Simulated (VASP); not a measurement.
Crystal: TaC3.

```
CELL_PARAMETERS angstrom
2.63746 -3.59282 0.00000
2.63746 3.59282 0.00000
0.00000 0.00000 2.59081
ATOMIC_POSITIONS crystal
Ta 0.00000 0.00000 0.00000
C 0.50000 0.50000 0.00000
C 0.00000 0.50000 0.50000
C 0.50000 0.00000 0.50000
```

The cell was built from a structure type or drawn by symmetry, and may not be a known phase.

* Program: VASP 6.6.1
* Task: relaxation of cell and atoms
* Functional: PBE
* Potentials or basis: VASP PAW PBE potentials, release 64 (Ta_pv, C)
* Cutoff: 600 eV
* k mesh: 4 × 4 × 6
* Occupations: gaussian, width 0.1 eV
* Spin: no spin polarisation

At the start: pressure -33.0 GPa; volume 12.28 Å³/atom.

Problem. Where does the relaxation end?

Solution. Over 17 steps the energy falls by 907.9 meV/atom and the volume is 9.22 Å³/atom (-24.9 %); space group Cmmm (No. 65, to 0.1 Å) before and after.

Step by step:
```tsv
step	energy change (eV)	largest force (eV/Å)	pressure (GPa)	volume (Å³)
1	0.0000	0.0000	-33.01	49.10
2	-2.2594	0.0000	41.43	32.96
3	-2.4026	0.0000	15.14	35.53
4	-3.1387	0.0000	37.91	33.29
5	-3.3424	0.0000	27.57	34.04
6	-3.3715	0.0000	-20.18	40.76
7	-3.6224	0.0000	-0.81	37.29
8	-3.6224	0.0000	-0.44	37.22
9	-3.6253	0.0000	-0.16	37.15
10	-3.6279	0.0000	0.29	37.03
11	-3.6289	0.0000	1.28	36.78
12	-3.6302	0.0000	-1.17	37.08
13	-3.6304	0.0000	-0.59	37.01
14	-3.6312	0.0000	-0.79	37.01
15	-3.6313	0.0000	-0.88	37.02
16	-3.6312	0.0000	0.96	36.75
17	-3.6317	0.0000	-0.02	36.89
```

Final structure:
```yaml
crystal:
  lattice:
    - [2.22048, -2.77326, 0.00000]
    - [2.22048, 2.77326, 0.00000]
    - [0.00000, 0.00000, 2.99553]
  atoms:
    - { symbol: Ta, position: [0.00000, 0.00000, 0.00000] }
    - { symbol: C, position: [0.50000, 0.50000, 0.00000] }
    - { symbol: C, position: [0.00000, 0.50000, 0.50000] }
    - { symbol: C, position: [0.50000, 0.00000, 0.50000] }
```

Caveat: the k points lie up to 0.45 Å⁻¹ apart in the final cell, too coarse for converged energies and pressures of a metal; the volume moved by over 15 % at a fixed basis, so the end points are rough.
